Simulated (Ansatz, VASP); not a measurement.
**Two plane-wave programs on SnGeTe3**

Contents of INCAR:

```
SYSTEM = SnGeTe3
PREC     = Accurate       ! precision mode
ENCUT    = 600            ! plane-wave cutoff, eV
EDIFF    = 1E-7           ! SCF threshold, eV
ISMEAR   = 0              ! smearing method
SIGMA    = 0.1            ! smearing width, eV
LREAL    = .False.        ! projectors in reciprocal space
LASPH    = .True.         ! aspherical terms in the spheres
NELM     = 100            ! most SCF steps
ALGO     = Normal         ! electronic algorithm
ISIF     = 3              ! what is computed and relaxed
LWAVE    = .False.        ! write WAVECAR
LCHARG   = .False.        ! write CHGCAR
GGA      = PE             ! functional
IBRION   = 2              ! ionic algorithm
NSW      = 90             ! ionic steps
EDIFFG   = -0.04          ! ionic threshold
```

File KPOINTS:

```
Automatic mesh
0
Gamma
  3 3 4
  0 0 0
```

POSCAR

```
SnGeTe3
1.0
    6.4685252786      0.0000000000      0.0000000000
   -3.2342626393      5.6019072163      0.0000000000
    0.0000000000      0.0000000000      5.3405489384
Sn Ge Te
1 1 3
Direct
    0.0000000000      0.0000000000      0.0000000000
    0.0000000000      0.0000000000      0.5000000000
    0.5000000000      0.0000000000      0.0000000000
    0.0000000000      0.5000000000      0.0000000000
    0.5000000000      0.5000000000      0.0000000000
```

Input for Ansatz:

```yaml
crystal:
  lattice:
    - [6.4685252786, 0.0, 0.0]
    - [-3.2342626393, 5.6019072163, 0.0]
    - [0.0, 0.0, 5.3405489384]
  atoms:
    - { symbol: Sn, position: [0.0, 0.0, 0.0] }
    - { symbol: Ge, position: [0.0, 0.0, 0.5] }
    - { symbol: Te, position: [0.5, 0.0, 0.0] }
    - { symbol: Te, position: [0.0, 0.5, 0.0] }
    - { symbol: Te, position: [0.5, 0.5, 0.0] }
basis:
  ecutwfc: 420
kpoints:
  mp_grid: { grid: [3, 3, 4] }
hamiltonian:
  xc: pbe
scf:
  occupations: { method: gaussian, width: 0.1 }
  lower_state_search: "off"
output:
  forces: true
  stress: true
  eigenvalues: true
relax:
  adjacent_minimum: "off"
  f_tol: 0.04
  max_steps: 70
  cell: { stress_tol: 0.4 }
```

Alike in both runs: task relaxation of cell and atoms; functional PBE; k mesh 3 × 3 × 4; occupations gaussian, width 0.1 eV; no spin polarisation.

|  | VASP | Ansatz |
| --- | --- | --- |
| version | VASP 6.6.1 | Ansatz 0.2.0 |
| potentials or method | VASP PAW PBE potentials, release 64 (Sn_d, Ge_d, Te), cutoff 600 eV | scalar-relativistic, plane waves, PAW |
| valence electrons in the cell | 46 | 76 |

VASP gave:

```
gap on the k mesh at the Fermi level, each at its own relaxed structure (eV) : none
relaxed volume (Å³/atom)                                                     : 40.28
relaxed length of the cell vector where the two differ most in proportion (Å)              : 5.529
```

Problem. Estimate Ansatz's values.

Solution. gap on the k mesh at the Fermi level, each at its own relaxed structure (eV): none; relaxed volume (Å³/atom): 40.26; relaxed length of the cell vector where the two differ most in proportion (Å): 5.526.

A gap of «none» marks a metal or a gap that the smearing closes. VASP's potentials hold 46 valence electrons a cell and Ansatz's 76, so a difference there can come from the potentials and not from the codes.

The k mesh is coarse, so the values compare programs but aren't converged. Neither program's run includes spin-orbit coupling.
